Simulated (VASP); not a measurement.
# C (Fmmm) in VASP: notebook

C is run at these levels: PBE+D3(BJ); tasks: single point, relaxation of cell and atoms.

All numbers are computed with VASP 6.6.1; they aren't measurements. Logs are shortened: lines on timing, memory, paths and dates and some standing lists are left out, and cuts for length are marked.

**1. The cell of the first run**

The structure is orthorhombic, space group Fmmm (No. 69). The conventional cell has a = 2.466 Å, b = 4.268 Å, c = 6.796 Å, α = 90.00°, β = 90.00°, γ = 90.00°. Within 1.9 Å of C (site symmetry m2m) lie 3 C at 1.42 Å.

**2. Single point, PBE+D3(BJ)**

File INCAR:

```
SYSTEM = C
ALGO = Normal ; EDIFF = 1E-6
ENCUT = 520 ; GGA = PE
ISIF = 2 ; ISMEAR = 0
IVDW = 12 ; LASPH = .True.
LCHARG = .False. ; LREAL = .False.
LWAVE = .False. ; NBANDS = 11
NELM = 100 ; PREC = Accurate
SIGMA = 0.03
```

File KPOINTS:

```
k-points
0
Gamma
  18 18 18
  0 0 0
```

File POSCAR:

```
C
1.0
    0.0000000000      2.1341012763      3.3978816909
    1.2327815012      0.0000000000      3.3978816909
    1.2327815012      2.1341012763      0.0000000000
C
2
Direct
    0.1666966007      0.8333033993      0.1666966007
    0.8333033993      0.1666966007      0.8333033993
```

Potentials or basis: VASP PAW PBE potentials, release 64 (C).

Started as:

```console
$ cat potpaw_PBE.64/C/POTCAR > POTCAR
$ mpirun -np 1 vasp_std > vasp.out
```

OUTCAR:

```text
SYSTEM = C
   EDIFF = 1E-6
   ENCUT = 520
   GGA = PE
   ISIF = 2
   ISMEAR = 0
   IVDW = 12
   LASPH = .True.
   LREAL = .False.
   NELM = 100
   PREC = Accurate
 IVDW          = 12

 ion  position               nearest neighbor table
   1  0.167  0.833  0.167-   2 1.42   2 1.42   2 1.42
   2  0.833  0.167  0.833-   1 1.42   1 1.42   1 1.42

  LATTYP: Found a face centered orthorhombic cell.
 ALAT       =     2.4655630024
 B/A-ratio  =     1.7311269468
 C/A-ratio  =     2.7562724518

  Lattice vectors:

 A1 = (   0.0000000000,   2.1341012763,   3.3978816909)
 A2 = (   1.2327815012,   0.0000000000,   3.3978816909)
 A3 = (   1.2327815012,   2.1341012763,   0.0000000000)

Analysis of symmetry for initial positions (statically):
=====================================================================
 Subroutine PRICEL returns:
 Original cell was already a primitive cell.

 Routine SETGRP: Setting up the symmetry group for a
 face centered orthorhombic supercell.

 Subroutine GETGRP returns: Found  8 space group operations
 (whereof  8 operations were pure point group operations)
 out of a pool of  8 trial point group operations.

The static configuration has the point symmetry D_2h.

Analysis of symmetry for dynamics (positions and initial velocities):
=====================================================================
 Subroutine PRICEL returns:
 Original cell was already a primitive cell.

 Routine SETGRP: Setting up the symmetry group for a
 face centered orthorhombic supercell.

 Subroutine GETGRP returns: Found  8 space group operations
 (whereof  8 operations were pure point group operations)
 out of a pool of  8 trial point group operations.

The dynamic configuration has the point symmetry D_2h.

 Subroutine INISYM returns: Found  8 space group operations
 (whereof  8 operations are pure point group operations),
 and found     1 'primitive' translations

----------------------------------------------------------------------------------------

                                     Primitive cell

  volume of cell :      17.8788

  direct lattice vectors                    reciprocal lattice vectors
     0.000000000  2.134101276  3.397881691    -0.405586878  0.234290662  0.147150503
     1.232781501  0.000000000  3.397881691     0.405586878 -0.234290662  0.147150503
     1.232781501  2.134101276  0.000000000     0.405586878  0.234290662 -0.147150503

  length of vectors
     4.012479064  3.614602359  2.464576736     0.490964459  0.490964459  0.490964459

  position of ions in fractional coordinates (direct lattice)
     0.166696601  0.833303399  0.166696601
     0.833303399  0.166696601  0.833303399
[... 89 lines left out ...]
   NUPDOWN=      -1.0000    fix difference up-down
   EMIN   =  10.00;   EMAX   =-10.00  energy-range for DOS
   EFERMI =   0.00;   METHOD = LEGACY
   ISMEAR =     0;   SIGMA  =   0.03  broadening in eV -4-tet -1-fermi 0-gaus
   EFERMI_NEDOS =   21; number of points for ismear=-14 and -15
   IALGO  =     38    algorithm
   IMIX   =      4    mixing-type and parameters
     AMIX     =   0.40;   BMIX     =  1.00
     AMIX_MAG =   1.60;   BMIX_MAG =  1.00
  volume/ion in A,a.u.               =       8.94        60.33
  Fermi-wavevector in a.u.,A,eV,Ry     =   1.252156  2.366231 21.332495  1.567894
  Thomas-Fermi vector in A             =   2.386069
   LORBIT       =      0    0 simple, 1 ext, 2 COOP (PROOUT), +10 PAW based schemes
   GGA     = PE    functional components
   LHFCALC =     F    Hartree Fock is set to
   AEXX    =    0.0000 exact exchange contribution
   IVDW    =    12    specifies the selected vdW correction
   LEPSILON=     F    determine dielectric tensor
   LRPA    =     F    only Hartree local field effects (RPA)
 non-spin polarized calculation
 Gauss-broadening in eV      SIGMA  =   0.03
  energy-cutoff  :      520.00
  volume of cell :       17.88
 maximum number of plane-waves:       499
 NGX is ok and might be reduce to    30
   NGX = 15   NGY = 13   NGZ =  9

 number of electron       8.0000001 magnetization

 Free energy of the ion-electron system (eV)
  ---------------------------------------------------
  ext. energy  EPLUGINS =         0.00000000
  ---------------------------------------------------
  free energy    TOTEN  =       -18.42422019 eV

  energy without entropy =      -18.42421483  energy(sigma->0) =      -18.42421751

 E-fermi :   4.5716     XC(G=0): -10.2345

 val. band max:        4.5352780266   @ k =  -0.2778   0.0556   0.3333
 cond. band min:       4.6079250337   @ k =  -0.2222   0.1111   0.3333
 fundamental gap:      0.0726470071
 Fermi energy:         4.5716014105

 k-point     1 :       0.0000    0.0000    0.0000
  band No.  band energies     occupation
      1     -15.0711      2.00000
      2      -2.0483      2.00000
      3       1.5583      2.00000
      4       1.5709      2.00000
      5       8.7517      0.00000
      6      12.9008      0.00000
      7      12.9612      0.00000
      8      15.9681      0.00000
      9      17.1817      0.00000
     10      27.2011      0.00000
     11      29.8155      0.00000
[... 309 lines left out ...]
 k-point    24 :      -0.2222    0.0556   -0.0000
  band No.  band energies     occupation
      1     -13.2339      2.00000
      2      -3.5275      2.00000
      3      -0.7185      2.00000
      4      -0.1632      2.00000
      5      10.7198      0.00000
      6      11.3080      0.00000
      7      12.6035      0.00000
      8      18.9397      0.00000
      9      20.6453      0.00000
     10      22.8380      0.00000
     11      27.7902      0.00000

 [... further k-points ...]

------------------------ aborting loop because EDIFF is reached ----------------------------------------

 Edisp (eV)   -0.30795

 E8    (eV) :    -0.0871

  FORCE on cell =-STRESS in cart. coord.  units (eV):
  Direction    XX          YY          ZZ          XY          YZ          ZX
  --------------------------------------------------------------------------------------
  -------------------------------------------------------------------------------------
  Total       0.07733     0.07874    -0.01111     0.00000     0.00000     0.00000
  in kB       6.92948     7.05614    -0.99591     0.00000     0.00000     0.00000
  external pressure =        4.33 kB  Pullay stress =        0.00 kB

 VOLUME and BASIS-vectors are now :
 -----------------------------------------------------------------------------
  energy-cutoff  :      520.00
  volume of cell :       17.88
      direct lattice vectors                 reciprocal lattice vectors
     0.000000000  2.134101276  3.397881691    -0.405586878  0.234290662  0.147150503
     1.232781501  0.000000000  3.397881691     0.405586878 -0.234290662  0.147150503
     1.232781501  2.134101276  0.000000000     0.405586878  0.234290662 -0.147150503

 POSITION                                       TOTAL-FORCE (eV/Angst)
 -----------------------------------------------------------------------------------
      1.23278      0.71149      3.39788         0.000000     -0.002355      0.000000
      1.23278      3.55671      3.39788         0.000000      0.002355      0.000000
 -----------------------------------------------------------------------------------
    total drift:                                0.000000      0.000000     -0.000000

  FREE ENERGIE OF THE ION-ELECTRON SYSTEM (eV)
  ---------------------------------------------------
  free  energy   TOTEN  =       -18.7321696369 eV

  energy  without entropy=      -18.7321642769  energy(sigma->0) =      -18.73216696
```

OSZICAR:

```text
N       E                     dE             d eps       ncg     rms          rms(c)
DAV:   1     0.669716672315E+00    0.66972E+00   -0.40939E+03 19401   0.646E+02
DAV:   2    -0.191544346475E+02   -0.19824E+02   -0.18963E+02 24943   0.119E+02
DAV:   3    -0.196109405087E+02   -0.45651E+00   -0.45559E+00 23949   0.146E+01
DAV:   4    -0.196126127440E+02   -0.16722E-02   -0.16721E-02 22335   0.108E+00
DAV:   5    -0.196126192940E+02   -0.65499E-05   -0.65500E-05 24120   0.618E-02    0.632E+00
DAV:   6    -0.187084271601E+02    0.90419E+00   -0.77149E-01 21859   0.506E+00    0.368E+00
DAV:   7    -0.184207264988E+02    0.28770E+00   -0.87588E-01 22541   0.544E+00    0.103E+00
DAV:   8    -0.184243459122E+02   -0.36194E-02   -0.19370E-02 21221   0.885E-01    0.116E-01
DAV:   9    -0.184241415970E+02    0.20432E-03   -0.55775E-04 23236   0.148E-01    0.530E-02
DAV:  10    -0.184242207765E+02   -0.79180E-04   -0.14226E-04 21561   0.819E-02    0.273E-02
DAV:  11    -0.184242201854E+02    0.59110E-06   -0.67501E-06 23398   0.148E-02
   1 F= -.18732170E+02 E0= -.18732167E+02  d E =-.536003E-05
```

stdout:

```text
POSCAR found type information on POSCAR C
 POSCAR found :  1 types and       2 ions
 scaLAPACK will be used
 LDA part: xc-table for (Slater+PW92), standard interpolation
 POSCAR, INCAR and KPOINTS ok, starting setup
 FFT: planning ... GRIDC
 FFT: planning ... GRID_SOFT
 FFT: planning ... GRID
 WAVECAR not read
 entering main loop
```

Run time: 97 s. Hardware: 1 thread of Intel Xeon Platinum 8488C (Sapphire Rapids), shared host; peak memory 0.26 GiB.

What came out:

```
Free energy                : -18.7322 eV
Pressure                   : 0.4 GPa
Dispersion energy per atom : -0.154 eV
```

Forces in eV/Å, atoms in the order of the input:
```
C    0.000 -0.002  0.000
C    0.000  0.002  0.000
```

**3. Relaxation of cell and atoms, PBE+D3(BJ)**

File INCAR:

```
SYSTEM = C
PREC     = Accurate       ! precision mode
ENCUT    = 600            ! plane-wave cutoff, eV
EDIFF    = 1E-7           ! SCF threshold, eV
ISMEAR   = 0              ! smearing method
SIGMA    = 0.02           ! smearing width, eV
LREAL    = .FALSE.        ! projectors in reciprocal space
LASPH    = .TRUE.         ! aspherical terms in the spheres
NELM     = 80             ! most SCF steps
ALGO     = Normal         ! electronic algorithm
ISIF     = 3              ! what is computed and relaxed
LWAVE    = .FALSE.        ! write WAVECAR
LCHARG   = .FALSE.        ! write CHGCAR
GGA      = PE             ! functional
IVDW     = 12             ! dispersion correction
IBRION   = 2              ! ionic algorithm
NSW      = 100            ! ionic steps
EDIFFG   = -0.005         ! ionic threshold
```

File KPOINTS:

```
Automatic mesh
0
G
  18 18 18
  0 0 0
```

File POSCAR:

```
C
1.0
    0.0000000000      2.1345586119      3.4012476547
    1.2324943776      0.0000000000      3.4012476547
    1.2324943776      2.1345586119      0.0000000000
C
2
Direct
    0.1667275112      0.8332724888      0.1667275112
    0.8332724888      0.1667275112      0.8332724888
```

Potentials or basis: VASP PAW PBE potentials, release 64 (C).

Started as:

```console
$ cat potpaw_PBE.64/C/POTCAR > POTCAR
$ mpirun -np 1 vasp_std > vasp.out
```

Wall time 6.9 min (1 thread of Intel Xeon Platinum 8488C (Sapphire Rapids), shared host); peak memory 0.26 GiB.

Results (log left out):

- Free energy: -18.7371 eV
- Relaxed volume: 8.86 Å³/atom
- Relaxed cell: a = 3.987 Å, b = 3.586 Å, c = 2.465 Å, α = 80.10°, β = 62.38°, γ = 37.52°
- Space group after relaxing (to 0.1 Å): Fmmm (No. 69)
- Energy gained by relaxing: 0.1 meV/atom
- Ionic steps: 15
- Pressure after relaxing: 0.0 GPa
- Dispersion energy per atom: -0.156 eV

The path:
```csv
step,energy change (eV),largest force (eV/Å),pressure (GPa),volume (Å³)
1,0.0000,0.0224,0.02,17.90
2,0.0001,0.1113,-0.44,17.90
3,0.0000,0.0143,-0.11,17.90
4,0.0000,0.0112,-0.22,17.88
5,-0.0001,0.0238,-0.31,17.88
6,-0.0001,0.0219,-0.30,17.87
7,-0.0001,0.0199,-0.28,17.86
8,-0.0001,0.0160,-0.23,17.85
9,-0.0001,0.0081,-0.15,17.82
10,-0.0002,0.0077,0.03,17.76
11,-0.0002,0.0101,0.05,17.73
12,-0.0002,0.0151,0.05,17.72
13,-0.0002,0.0162,0.05,17.72
14,-0.0002,0.0098,0.00,17.72
15,-0.0002,0.0003,0.01,17.72
```

Final structure:
```
CELL_PARAMETERS angstrom
0.00000 2.13430 3.36705
1.23291 0.00000 3.36705
1.23291 2.13430 0.00000
ATOMIC_POSITIONS crystal
C 0.16669 0.83331 0.16669
C 0.83331 0.16669 0.83331
```
